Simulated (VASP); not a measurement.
Input of a VASP 6.6.1 run:

The input POSCAR:

```
HfO2
1.0
    0.0000000000      2.5575000000      2.5575000000
    2.5575000000      0.0000000000      2.5575000000
    2.5575000000      2.5575000000      0.0000000000
Hf O
1 2
Direct
    0.0000000000      0.0000000000      0.0000000000
    0.2500000000      0.2500000000      0.2500000000
    0.7500000000      0.7500000000      0.7500000000
```

File INCAR.step1:

```
SYSTEM = HfO2
PREC = Accurate
ENCUT = 600
ISMEAR = 0
SIGMA = 0.01
LREAL = .FALSE.
LASPH = .TRUE.
NELM = 80
GGA = PE
ALGO = Normal
EDIFF = 1E-4
LWAVE = .TRUE.
LCHARG = .FALSE.
```

Contents of INCAR.step2:

```
SYSTEM = HfO2
PREC = Accurate
ENCUT = 600
EDIFF = 1E-6
ISMEAR = 0
SIGMA = 0.01
LREAL = .FALSE.
LASPH = .TRUE.
NELM = 80
ALGO = Normal
ISIF = 3
LWAVE = .FALSE.
LCHARG = .FALSE.
METAGGA = R2SCAN
LMIXTAU = .TRUE.
IBRION = 2
NSW = 100
EDIFFG = -0.003
ISTART = 1
```

File KPOINTS:

```
Automatic mesh
0
G
  8 8 8
  0 0 0
```

Potentials or basis: VASP PAW PBE potentials, release 64 (Hf_pv, O).

Command:

```console
$ cat potpaw_PBE.64/Hf_pv/POTCAR potpaw_PBE.64/O/POTCAR > POTCAR
$ cp INCAR.step1 INCAR
$ mpirun -np 1 vasp_std > vasp.out
$ cp INCAR.step2 INCAR
$ mpirun -np 1 vasp_std > vasp.out
```

(1) Estimate the relaxed cell.

(2) What does it give for the band gap on the k mesh?

(3) Estimate the relaxed volume.

(4) Predict the space group after relaxing (to 0.05 Å).

Results:

(1) a = 3.558 Å, b = 3.558 Å, c = 3.558 Å, α = 60.00°, β = 60.00°, γ = 60.00°.

(2) 4.36 eV, direct.

(3) 10.62 Å³/atom.

(4) Fm-3m (No. 225).

Caveat: the PAW data sets were made with another functional, which shifts forces and pressure a little; spin-orbit coupling is left out, which moves the levels of the heavy elements.
